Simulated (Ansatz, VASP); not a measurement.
**Sr2TiC2 in VASP and in Ansatz**

Contents of INCAR:

```
SYSTEM = Sr2TiC2
PREC     = Accurate       ! precision mode
ENCUT    = 520            ! plane-wave cutoff, eV
EDIFF    = 1E-6           ! SCF threshold, eV
ISMEAR   = 0              ! smearing method
SIGMA    = 0.1            ! smearing width, eV
LREAL    = .FALSE.        ! projectors in reciprocal space
LASPH    = .TRUE.         ! aspherical terms in the spheres
NELM     = 150            ! most SCF steps
ALGO     = Normal         ! electronic algorithm
ISIF     = 2              ! what is computed and relaxed
LWAVE    = .FALSE.        ! write WAVECAR
LCHARG   = .FALSE.        ! write CHGCAR
ISPIN    = 2              ! spin polarisation
MAGMOM   = 0 0 1 0 0      ! initial moments
LORBIT   = 11             ! projections on sites
LMAXMIX  = 4              ! l up to which the mixer works
GGA      = PE             ! functional
NBANDS   = 32             ! bands
```

KPOINTS

```
regular mesh
0
G
  3 3 4
  0 0 0
```

The input POSCAR:

```
Sr2TiC2
1.0
    5.9924645448      0.0000000000      0.0000000000
   -2.9962322724      5.1896265271      0.0000000000
    0.0000000000      0.0000000000      4.9093777193
Sr Ti C
2 1 2
Direct
    0.3333333333      0.6666666667      0.5000000000
    0.6666666667      0.3333333333      0.5000000000
    0.0000000000      0.0000000000      0.5000000000
    0.3333333333      0.6666666667      0.0000000000
    0.6666666667      0.3333333333      0.0000000000
```

Input for Ansatz:

```yaml
crystal:
  lattice:
    - [5.9924645448, 0.0, 0.0]
    - [-2.9962322724, 5.1896265271, 0.0]
    - [0.0, 0.0, 4.9093777193]
  atoms:
    - { symbol: Sr, position: [0.3333333333, 0.6666666667, 0.5] }
    - { symbol: Sr, position: [0.6666666667, 0.3333333333, 0.5] }
    - { symbol: Ti, position: [0.0, 0.0, 0.5], spin: 1.0 }
    - { symbol: C, position: [0.3333333333, 0.6666666667, 0.0] }
    - { symbol: C, position: [0.6666666667, 0.3333333333, 0.0] }
basis:
  ecutwfc: 420
kpoints:
  mp_grid: { grid: [3, 3, 4] }
hamiltonian:
  xc: pbe
scf:
  occupations: { method: gaussian, width: 0.1 }
  lower_state_search: "off"
output:
  forces: true
  stress: true
  eigenvalues: true
  populations: true
magnetization:
  spin_polarized: true
```

Alike in both runs: task single point; functional PBE; k mesh 3 × 3 × 4; occupations gaussian, width 0.1 eV; collinear spin.

|  | VASP | Ansatz |
| --- | --- | --- |
| version | VASP 6.6.1 | Ansatz 0.2.0 |
| potentials or method | VASP PAW PBE potentials, release 64 (Sr_sv, Ti_sv, C), cutoff 520 eV | scalar-relativistic, plane waves, PAW |
| valence electrons in the cell | 40 | 40 |

```csv
,VASP,Ansatz,Ansatz less VASP
gap on the k mesh at the Fermi level (eV),none,none,-
pressure (GPa),0.2,0.7,+0.52
"traceless stress, the component that is largest in VASP (GPa)",0.71,-1.49,-2.194
net moment per atom (μB),0.00,0.44,+0.437
size of the moment on the site where the two differ most (μB),0.00,2.19,+2.192
```

The net moments are unlike, so the other rows may belong to different states. Site moments also hang on the region over which each program counts them. A gap of «none» marks a metal or a gap that the smearing closes.

The k mesh is coarse, so the values compare programs but aren't converged.
